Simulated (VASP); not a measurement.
# C (Fd-3m) in VASP: further runs, part 2 of 2

VASP 6.6.1.

## Step 4: Single point, PBE

File INCAR:

```
PREC = Accurate
ENCUT = 600
EDIFF = 1E-6
ISMEAR = 0
SIGMA = 0.01
LREAL = False
LASPH = True
NELM = 120
ALGO = Normal
ISIF = 2
LWAVE = False
LCHARG = False
GGA = PE
NBANDS = 11
GGA_COMPAT = False
```

File KPOINTS:

```
Automatic mesh
0
Gamma
  8 8 8
```

File POSCAR:

```
C
1.0
    0.0000000000      1.7857952420      1.7857952420
    1.7857952420      0.0000000000      1.7857952420
    1.7857952420      1.7857952420      0.0000000000
C
2
Direct
    0.0000000000      0.0000000000      0.0000000000
    0.2500000000      0.2500000000      0.2500000000
```

Potentials or basis: VASP PAW PBE potentials, release 64 (C).

Command:

```bash
cat potpaw_PBE.64/C/POTCAR > POTCAR
mpirun -np 1 vasp_std > vasp.out
```

OUTCAR:

```text
PREC = Accurate
   ENCUT = 600
   EDIFF = 1E-6
   ISMEAR = 0
   LREAL = False
   LASPH = True
   NELM = 120
   ISIF = 2
   GGA = PE

 ion  position               nearest neighbor table
   1  0.000  0.000  0.000-   2 1.55   2 1.55   2 1.55   2 1.55
   2  0.250  0.250  0.250-   1 1.55   1 1.55   1 1.55   1 1.55

  LATTYP: Found a face centered cubic cell.
 ALAT       =     3.5715904840

  Lattice vectors:

 A1 = (   0.0000000000,   1.7857952420,   1.7857952420)
 A2 = (   1.7857952420,   0.0000000000,   1.7857952420)
 A3 = (   1.7857952420,   1.7857952420,   0.0000000000)

Analysis of symmetry for initial positions (statically):
=====================================================================
 Subroutine PRICEL returns:
 Original cell was already a primitive cell.

 Routine SETGRP: Setting up the symmetry group for a
 face centered cubic supercell.

 Subroutine GETGRP returns: Found 48 space group operations
 (whereof 24 operations were pure point group operations)
 out of a pool of 48 trial point group operations.

The static configuration has the point symmetry T_d .
 The point group associated with its full space group is O_h .

Analysis of symmetry for dynamics (positions and initial velocities):
=====================================================================
 Subroutine PRICEL returns:
 Original cell was already a primitive cell.

 Routine SETGRP: Setting up the symmetry group for a
 face centered cubic supercell.

 Subroutine GETGRP returns: Found 48 space group operations
 (whereof 24 operations were pure point group operations)
 out of a pool of 48 trial point group operations.

The dynamic configuration has the point symmetry T_d .
 The point group associated with its full space group is O_h .

 Subroutine INISYM returns: Found 48 space group operations
 (whereof 24 operations are pure point group operations),
 and found     1 'primitive' translations

----------------------------------------------------------------------------------------

[... 119 lines left out ...]
   AEXX    =    0.0000 exact exchange contribution
   IVDW    =     0    specifies the selected vdW correction
   LEPSILON=     F    determine dielectric tensor
   LRPA    =     F    only Hartree local field effects (RPA)
 non-spin polarized calculation
 Gauss-broadening in eV      SIGMA  =   0.01
  energy-cutoff  :      600.00
  volume of cell :       11.39
 maximum number of plane-waves:       392
   NGX =  9   NGY =  9   NGZ =  9

 number of electron       7.9999999 magnetization

 Free energy of the ion-electron system (eV)
  ---------------------------------------------------
  ext. energy  EPLUGINS =         0.00000000
  ---------------------------------------------------
  free energy    TOTEN  =       -18.18975107 eV

  energy without entropy =      -18.18975107  energy(sigma->0) =      -18.18975107

 E-fermi :   9.7419     XC(G=0): -13.2301

 val. band max:        9.6700156866   @ k =   0.0000   0.0000   0.0000
 cond. band min:      13.7938710928   @ k =   0.3750   0.3750   0.0000
 fundamental gap:      4.1238554063
 Fermi energy:         9.7419223132

 k-point     1 :       0.0000    0.0000    0.0000
  band No.  band energies     occupation
      1     -11.7519      2.00000
      2       9.6700      2.00000
      3       9.6700      2.00000
      4       9.6700      2.00000
      5      15.2489      0.00000
      6      15.2489      0.00000
      7      15.2489      0.00000
      8      22.9080      0.00000
      9      28.9129      0.00000
     10      36.1612      0.00000
     11      36.1612      0.00000
[... 309 lines left out ...]
 k-point    24 :      -0.3750    0.2500    0.1250
  band No.  band energies     occupation
      1      -4.9918      2.00000
      2      -2.6536      2.00000
      3       3.3755      2.00000
      4       5.0014      2.00000
      5      17.9562      0.00000
      6      19.0831      0.00000
      7      22.6665      0.00000
      8      24.4850      0.00000
      9      27.9583      0.00000
     10      33.5036      0.00000
     11      35.9450      0.00000

 [... further k-points ...]

------------------------ aborting loop because EDIFF is reached ----------------------------------------

  FORCE on cell =-STRESS in cart. coord.  units (eV):
  Direction    XX          YY          ZZ          XY          YZ          ZX
  --------------------------------------------------------------------------------------
  -------------------------------------------------------------------------------------
  Total       -0.0006302     -0.0006302     -0.0006302     -0.0000000      0.0000000      0.0000000
  in kB       -0.0886493     -0.0886493     -0.0886493     -0.0000000      0.0000000      0.0000000
  external PRESSURE =      -0.0886493 kB  Pullay stress =       0.0000000 kB

 VOLUME and BASIS-vectors are now :
 -----------------------------------------------------------------------------
  energy-cutoff  :      600.00
  volume of cell :       11.39
      direct lattice vectors                 reciprocal lattice vectors
     0.000000000  1.785795242  1.785795242    -0.279987307  0.279987307  0.279987307
     1.785795242  0.000000000  1.785795242     0.279987307 -0.279987307  0.279987307
     1.785795242  1.785795242  0.000000000     0.279987307  0.279987307 -0.279987307

 POSITION                                       TOTAL-FORCE (eV/Angst)
 -----------------------------------------------------------------------------------
      0.00000      0.00000      0.00000         0.000000      0.000000      0.000000
      0.89290      0.89290      0.89290        -0.000000     -0.000000     -0.000000
 -----------------------------------------------------------------------------------
    total drift:                                0.000000      0.000000      0.000000

  FREE ENERGIE OF THE ION-ELECTRON SYSTEM (eV)
  ---------------------------------------------------
  free  energy   TOTEN  =       -18.1897510722 eV

  energy  without entropy=      -18.1897510722  energy(sigma->0) =      -18.18975107
```

OSZICAR:

```text
N       E                     dE             d eps       ncg     rms          rms(c)
DAV:   1     0.181391307022E+01    0.18139E+01   -0.49484E+03   654   0.789E+02
DAV:   2    -0.184048942298E+02   -0.20219E+02   -0.19712E+02   840   0.130E+02
DAV:   3    -0.188190923611E+02   -0.41420E+00   -0.41324E+00   746   0.143E+01
DAV:   4    -0.188197653948E+02   -0.67303E-03   -0.67301E-03   691   0.733E-01
DAV:   5    -0.188197661941E+02   -0.79932E-06   -0.79932E-06   728   0.241E-02    0.550E+00
DAV:   6    -0.183470360149E+02    0.47273E+00   -0.24701E-01   653   0.350E+00    0.328E+00
DAV:   7    -0.181878972923E+02    0.15914E+00   -0.30333E-01   680   0.392E+00    0.743E-01
DAV:   8    -0.181896899135E+02   -0.17926E-02   -0.85116E-03   659   0.690E-01    0.432E-02
DAV:   9    -0.181897305110E+02   -0.40597E-04   -0.61214E-05   759   0.632E-02    0.241E-02
DAV:  10    -0.181897510093E+02   -0.20498E-04   -0.15644E-05   665   0.348E-02    0.526E-03
DAV:  11    -0.181897510722E+02   -0.62958E-07   -0.24940E-07   573   0.457E-03
   1 F= -.18189751E+02 E0= -.18189751E+02  d E =-.115734E-26
```

It took 4.3 s on 1 thread of Intel Xeon 8259CL, shared host; peak memory 0.12 GiB.

What came out:

```yaml
Free_energy: -18.1898 eV
Pressure: 0.0 GPa
Band_gap_on_the_k_mesh: 4.12 eV, indirect (least direct gap 5.58 eV)
```
